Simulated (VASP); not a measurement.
# Al3InAs4 (P1) in VASP: relaxation of cell and atoms with PBE

Aim: the relaxation of cell and atoms of Al3InAs4 with PBE.

All numbers are computed with VASP 6.6.1; they aren't measurements. Logs are shortened: lines on timing, memory, paths and dates and some standing lists are left out, and cuts for length are marked.

### Step 1. The cell of the first run

The typed cell holds 8 atoms: a = 4.086 Å, b = 6.983 Å, c = 7.214 Å, α = 107.26°, β = 90.02°, γ = 89.33°.

### Step 2. Relaxation of cell and atoms, PBE

File INCAR:

```
PREC = Accurate ; ENCUT = 600
EDIFF = 1E-6 ; ISMEAR = 0
SIGMA = 0.1 ; LREAL = F
LASPH = T ; NELM = 60
ALGO = Normal ; ISIF = 3
LWAVE = F ; LCHARG = F
GGA = PE ; IBRION = 2
NSW = 80 ; EDIFFG = -0.025
```

File KPOINTS:

```
regular mesh
0
Gamma
  4 2 2
```

File POSCAR:

```
Al3InAs4
1.0
   -4.0863300840      0.0196022521      0.0151265515
   -0.0410155616      4.1103995894      5.6448086419
    0.0017848192      4.3089738989     -5.7852632241
Al In As
3 1 4
Direct
    0.0200664420      0.0200905418      1.0163780387
    0.4947343238      0.5036975054      0.0183387755
    0.4700103895      1.0083562666      0.4933902244
    0.0408281941      0.4903127516      0.4993627762
   -0.0148163785      0.8931266009      0.6257135052
    0.4956128978      0.3640947591      0.6288597544
    0.0059834401      0.3661755178      0.0841027849
    0.4875806911      0.8541470567      0.1338531407
```

Potentials or basis: VASP PAW PBE potentials, release 64 (Al, In_d, As).

The run is started by

```sh
$ cat potpaw_PBE.64/Al/POTCAR potpaw_PBE.64/In_d/POTCAR potpaw_PBE.64/As/POTCAR > POTCAR
$ mpirun -np 1 vasp_std > vasp.out
```

OUTCAR:

```text
PREC = Accurate
   ENCUT = 600
   EDIFF = 1E-6
   ISMEAR = 0
   LREAL = F
   LASPH = T
   NELM = 60
   ISIF = 3
   GGA = PE
   IBRION = 2
   NSW = 80
   EDIFFG = -0.025

 ion  position               nearest neighbor table
   1  0.020  0.020  0.016-   7 2.32   8 2.50   5 2.70   8 2.73
   2  0.495  0.504  0.018-   7 2.33   8 2.34   7 2.39   6 2.69
   3  0.470  0.008  0.493-   6 2.39   5 2.45   8 2.50   5 2.53
   4  0.041  0.490  0.499-   6 2.36   6 2.67   5 2.69   7 2.86
   5  0.985  0.893  0.626-   3 2.45   3 2.53   4 2.69   1 2.70
   6  0.496  0.364  0.629-   4 2.36   3 2.39   4 2.67   2 2.69
   7  0.006  0.366  0.084-   1 2.32   2 2.33   2 2.39   4 2.86
   8  0.488  0.854  0.134-   2 2.34   3 2.50   1 2.50   1 2.73

  LATTYP: Found a triclinic cell.
 ALAT       =     6.9829028108
 B/A-ratio  =     1.0330424451
 C/A-ratio  =     0.5852014854
 COS(alpha) =     0.0003507330
 COS(beta)  =     0.0116896112
 COS(gamma) =     0.2966953715

  Lattice vectors:

 A1 = (   0.0410155616,  -4.1103995894,  -5.6448086419)
 A2 = (   0.0017848192,   4.3089738989,  -5.7852632241)
 A3 = (   4.0863300840,  -0.0196022521,  -0.0151265515)

Analysis of symmetry for initial positions (statically):
=====================================================================
 Subroutine PRICEL returns:
 Original cell was already a primitive cell.

 Routine SETGRP: Setting up the symmetry group for a
 triclinic supercell.

 Subroutine GETGRP returns: Found  1 space group operations
 (whereof  1 operations were pure point group operations)
 out of a pool of  2 trial point group operations.

The static configuration has the point symmetry C_1 .

Analysis of symmetry for dynamics (positions and initial velocities):
=====================================================================
 Subroutine PRICEL returns:
 Original cell was already a primitive cell.

 Routine SETGRP: Setting up the symmetry group for a
 triclinic supercell.

 Subroutine GETGRP returns: Found  1 space group operations
 (whereof  1 operations were pure point group operations)
 out of a pool of  2 trial point group operations.

The dynamic configuration has the point symmetry C_1 .

 Subroutine INISYM returns: Found  1 space group operations
 (whereof  1 operations are pure point group operations),
 and found     1 'primitive' translations

----------------------------------------------------------------------------------------

                                     Primitive cell

  volume of cell :     196.5578

  direct lattice vectors                    reciprocal lattice vectors
    -4.086330084  0.019602252  0.015126551    -0.244727373 -0.001155949 -0.000936474
    -0.041015562  4.110399589  5.644808642     0.000908558  0.120272341  0.089581404
     0.001784819  4.308973899 -5.785263224     0.000246618  0.117349348 -0.085448883

  length of vectors
     4.086405097  6.982902811  7.213634993     0.244731894  0.149970295  0.145163501

  position of ions in fractional coordinates (direct lattice)
     0.020066442  0.020090542  0.016378039
     0.494734324  0.503697505  0.018338775
     0.470010389  0.008356267  0.493390224
     0.040828194  0.490312752  0.499362776
     0.985183621  0.893126601  0.625713505
     0.495612898  0.364094759  0.628859754
     0.005983440  0.366175518  0.084102785
     0.487580691  0.854147057  0.133853141

  ion indices of the primitive-cell ions
   primitive index   ion index
                 1           1
                 2           2
                 3           3
                 4           4
                 5           5
                 6           6
                 7           7
                 8           8

----------------------------------------------------------------------------------------

 KPOINTS: regular mesh

Automatic generation of k-mesh.
 Grid dimensions read from file:
 generate k-points for:    4    2    2

 Generating k-lattice:

  Cartesian coordinates                     Fractional coordinates (reciprocal lattice)
    -0.061181843 -0.000288987 -0.000234119     0.250000000 -0.000000000  0.000000000
     0.000454279  0.060136171  0.044790702    -0.000000000  0.500000000  0.000000000
     0.000123309  0.058674674 -0.042724442    -0.000000000 -0.000000000  0.500000000

  Length of vectors
     0.061182974  0.074985148  0.072581750

  Shift w.r.t. Gamma in fractional coordinates (k-lattice)
     0.000000000  0.000000000  0.000000000

 Subroutine IBZKPT returns following result:
 ===========================================

 Found     12 irreducible k-points:

 Following reciprocal coordinates:
            Coordinates               Weight
  0.000000  0.000000  0.000000      1.000000
  0.250000 -0.000000  0.000000      2.000000
  0.500000 -0.000000  0.000000      1.000000
 -0.000000  0.500000  0.000000      1.000000
  0.250000  0.500000 -0.000000      2.000000
  0.500000  0.500000  0.000000      1.000000
 -0.000000  0.000000  0.500000      1.000000
  0.250000  0.000000  0.500000      2.000000
  0.500000  0.000000  0.500000      1.000000
 -0.000000  0.500000  0.500000      1.000000
  0.250000  0.500000  0.500000      2.000000
  0.500000  0.500000  0.500000      1.000000
   k-points           NKPTS =     12   k-points in BZ     NKDIM =     12   number of bands    NBANDS=     26
   number of dos      NEDOS =    301   number of ions     NIONS =      8
   total plane-waves  NPLWV = 120960
   dimension x,y,z NGX =    36 NGY =   56 NGZ =   60
   dimension x,y,z NGXF=    72 NGYF=  112 NGZF=  120
   ions per type =               3   1   4
   NGX,Y,Z   is equivalent  to a cutoff of  14.65, 13.33, 13.83 a.u.
   NGXF,Y,Z  is equivalent  to a cutoff of  29.29, 26.66, 27.66 a.u.
 SYSTEM =  unknown system
   PREC   = accura    normal or accurate (medium, high low for compatibility)
   ISTART =      0    job   : 0-new  1-cont  2-samecut
   ICHARG =      2    charge: 1-file 2-atom 10-const
   ISPIN  =      1    spin polarized calculation?
   LNONCOLLINEAR =      F non collinear calculations
   LSORBIT =      F    spin-orbit coupling
   LASPH  =      T    aspherical Exc in radial PAW
   ENCUT  =  600.0 eV  44.10 Ry    6.64 a.u.   8.16 13.95 14.41*2*pi/ulx,y,z
   NELM   =     60;   NELMIN=  2; NELMDL= -5     # of ELM steps
   EDIFF  = 0.1E-05   stopping-criterion for ELM
   LREAL  =      F    real-space projection
   EDIFFG = -.3E-01   stopping-criterion for IOM
   NSW    =     80    number of steps for IOM
   IBRION =      2    ionic relax: 0-MD 1-quasi-New 2-CG
   NFREE  =      1    steps in history (QN), initial steepest desc. (CG)
   ISIF   =      3    stress and relaxation
   ISYM   =      2    0-nonsym 1-usesym 2-fastsym
   POTIM  = 0.5000    time-step for ionic-motion
   TEBEG  =    0.0;   TEEND  =   0.0 temperature during run
   PSTRESS=    0.0 pullay stress
   NELECT =      42.0000    total number of electrons
   NUPDOWN=      -1.0000    fix difference up-down
   EMIN   =  10.00;   EMAX   =-10.00  energy-range for DOS
   EFERMI =   0.00;   METHOD = LEGACY
   ISMEAR =     0;   SIGMA  =   0.10  broadening in eV -4-tet -1-fermi 0-gaus
   EFERMI_NEDOS =   21; number of points for ismear=-14 and -15
   IALGO  =     38    algorithm
   IMIX   =      4    mixing-type and parameters
     AMIX     =   0.40;   BMIX     =  1.00
     AMIX_MAG =   1.60;   BMIX_MAG =  1.00
  volume/ion in A,a.u.               =      24.57       165.80
  Fermi-wavevector in a.u.,A,eV,Ry     =   0.978726  1.849524 13.033085  0.957905
  Thomas-Fermi vector in A             =   2.109524
   LORBIT       =      0    0 simple, 1 ext, 2 COOP (PROOUT), +10 PAW based schemes
   GGA     = PE    functional components
   LHFCALC =     F    Hartree Fock is set to
   AEXX    =    0.0000 exact exchange contribution
   IVDW    =     0    specifies the selected vdW correction
   LEPSILON=     F    determine dielectric tensor
   LRPA    =     F    only Hartree local field effects (RPA)
 conjugate gradient relaxation of ions
 non-spin polarized calculation
 Gauss-broadening in eV      SIGMA  =   0.10
  energy-cutoff  :      600.00
  volume of cell :      196.56
 maximum number of plane-waves:      6588
 NGX is ok and might be reduce to    36
   NGX = 17   NGY = 27   NGZ = 29

--------------------------------------- Ionic step        1  -------------------------------------------

 number of electron      41.9999999 magnetization

 Free energy of the ion-electron system (eV)
  ---------------------------------------------------
  ext. energy  EPLUGINS =         0.00000000
  ---------------------------------------------------
  free energy    TOTEN  =       -34.35628338 eV

  energy without entropy =      -34.35628338  energy(sigma->0) =      -34.35628338

------------------------ aborting loop because EDIFF is reached ----------------------------------------

  FORCE on cell =-STRESS in cart. coord.  units (eV):
  Direction    XX          YY          ZZ          XY          YZ          ZX
  --------------------------------------------------------------------------------------
  -------------------------------------------------------------------------------------
  Total        6.5340123      0.0132496      3.5481339      0.2523188      5.2341277      2.7100402
  in kB       53.2598849      0.1079998     28.9214643      2.0566952     42.6642963     22.0900148
  external PRESSURE =      27.4297830 kB  Pullay stress =       0.0000000 kB
[... 107 lines left out ...]
  FREE ENERGIE OF THE ION-ELECTRON SYSTEM (eV)
  ---------------------------------------------------
  free  energy   TOTEN  =       -35.2553992966 eV

  energy  without entropy=      -35.2553991031  energy(sigma->0) =      -35.25539920

[... ionic steps 4 to 17 ...]

--------------------------------------- Ionic step       18  -------------------------------------------

 number of electron      42.0000001 magnetization

------------------------ aborting loop because EDIFF is reached ----------------------------------------

  FORCE on cell =-STRESS in cart. coord.  units (eV):
  Direction    XX          YY          ZZ          XY          YZ          ZX
  --------------------------------------------------------------------------------------
  -------------------------------------------------------------------------------------
  Total       -0.0082867     -0.0424840     -0.0553916      0.0026556      0.0213078     -0.0000364
  in kB       -0.0666284     -0.3415895     -0.4453720      0.0213522      0.1713237     -0.0002930
  external PRESSURE =      -0.2845300 kB  Pullay stress =       0.0000000 kB
[... 69 lines left out ...]
  energy  without entropy=      -35.5235894745  energy(sigma->0) =      -35.52358947

--------------------------------------- Ionic step       20  -------------------------------------------

 number of electron      42.0000001 magnetization

 Free energy of the ion-electron system (eV)
  ---------------------------------------------------
  ext. energy  EPLUGINS =         0.00000000
  ---------------------------------------------------
  free energy    TOTEN  =       -35.52373645 eV

  energy without entropy =      -35.52373645  energy(sigma->0) =      -35.52373645

 E-fermi :   4.3535     XC(G=0):  -8.8961

 val. band max:        3.8570289225   @ k =   0.0000   0.0000   0.0000
 cond. band min:       4.8375833805   @ k =   0.0000   0.0000   0.0000
 fundamental gap:      0.9805544580
 Fermi energy:         4.3534942454

 k-point     1 :       0.0000    0.0000    0.0000
  band No.  band energies     occupation
      1     -10.3331      2.00000
      2     -10.2900      2.00000
      3     -10.2394      2.00000
      4     -10.1679      2.00000
      5     -10.1511      2.00000
      6      -7.9026      2.00000
[... 372 lines left out ...]
  FREE ENERGIE OF THE ION-ELECTRON SYSTEM (eV)
  ---------------------------------------------------
  free  energy   TOTEN  =       -35.5237364472 eV

  energy  without entropy=      -35.5237364472  energy(sigma->0) =      -35.52373645

 reached required accuracy - stopping structural energy minimisation
```

Wall time 37 min (1 thread of Intel Xeon 8259CL, shared host); peak memory 0.41 GiB.

Results:

| Property | Result |
| --- | --- |
| Free energy | -35.5237 eV |
| Relaxed volume | 24.90 Å³/atom |
| Relaxed cell | a = 4.149 Å, b = 7.122 Å, c = 7.120 Å, α = 108.73°, β = 89.99°, γ = 90.02° |
| Space group after relaxing (to 0.1 Å) | Amm2 (No. 38) |
| Energy gained by relaxing | 145.9 meV/atom |
| Ionic steps | 20 |
| Pressure after relaxing | 0.0 GPa |
| Largest force after relaxing | 0.024 eV/Å |
| Band gap on the k mesh | 0.98 eV |

Forces on the atoms (eV/Å):
```
Al  -0.023 -0.002  0.003
Al   0.007  0.001 -0.004
Al  -0.002  0.001  0.001
In   0.010 -0.001 -0.004
As   0.001 -0.009  0.007
As   0.007  0.002 -0.006
As   0.014  0.005  0.000
As  -0.014  0.003  0.004
```

Step by step:
```tsv
step	energy change (eV)	largest force (eV/Å)	pressure (GPa)	volume (Å³)
1	0.0000	3.1357	2.74	196.56
2	-0.8717	0.9077	-2.49	208.43
3	-0.8991	0.9314	-2.00	206.35
4	-1.0959	0.4495	0.06	198.78
5	-1.1040	0.4830	0.65	196.99
6	-1.1479	0.2084	0.22	198.27
7	-1.1480	0.2080	0.21	198.31
8	-1.1552	0.1119	-0.12	199.41
9	-1.1555	0.1040	-0.22	199.73
10	-1.1582	0.0785	0.01	199.06
11	-1.1587	0.0868	0.15	198.64
12	-1.1610	0.0608	0.05	199.00
13	-1.1617	0.0727	-0.06	199.37
14	-1.1633	0.0597	-0.08	199.42
15	-1.1649	0.0938	-0.11	199.54
16	-1.1666	0.0435	0.03	199.08
17	-1.1669	0.0294	0.11	198.80
18	-1.1673	0.0297	-0.03	199.27
19	-1.1673	0.0299	-0.03	199.28
20	-1.1675	0.0237	-0.02	199.24
```

Final structure:
```
Al In As
1.0
    -4.14863   -0.00078   -0.00033
     0.00070    4.14784    5.78965
    -0.00216    4.14965   -5.78617
Al In As
3 1 4
Direct
  0.99557 0.00053 0.00009
  0.50171 0.50090 0.00061
  0.49867 0.99880 0.49923
  0.00417 0.50079 0.49919
  0.99857 0.89119 0.63041
  0.50381 0.36276 0.63667
  0.00166 0.37015 0.10866
  0.49583 0.87489 0.12513
```

Levels at points of the mesh, in eV from the valence-band top:
```csv
k point,band 17,band 18,band 19,band 20,band 21,band 22,band 23,band 24,band 25,band 26
"(0.00, 0.00, 0.00)",-0.96,-0.92,-0.14,-0.12,0.00,0.98,1.25,1.62,1.64,2.00
"(0.50, 0.00, 0.00)",-2.88,-2.83,-2.64,-1.26,-0.91,2.72,3.05,4.22,4.24,4.92
"(0.00, 0.50, 0.00)",-1.74,-0.85,-0.78,-0.40,-0.34,1.82,2.02,2.12,2.52,4.36
"(0.50, 0.50, 0.00)",-2.65,-1.82,-1.80,-1.63,-1.39,2.17,2.19,2.36,2.71,4.59
"(0.00, 0.00, 0.50)",-1.74,-0.85,-0.78,-0.40,-0.34,1.82,2.02,2.12,2.52,4.36
"(0.50, 0.00, 0.50)",-2.65,-1.82,-1.80,-1.63,-1.39,2.18,2.19,2.36,2.71,4.58
"(0.00, 0.50, 0.50)",-1.66,-1.47,-1.28,-1.26,-0.72,2.16,2.29,2.72,3.02,3.24
"(0.50, 0.50, 0.50)",-2.17,-1.23,-0.92,-0.81,-0.80,1.28,1.37,1.43,1.72,1.87
```

Caveat: the k points lie up to 0.47 Å⁻¹ apart in the final cell; spin-orbit coupling is left out, which moves the levels of the heavy elements. A k mesh can miss the band edges.
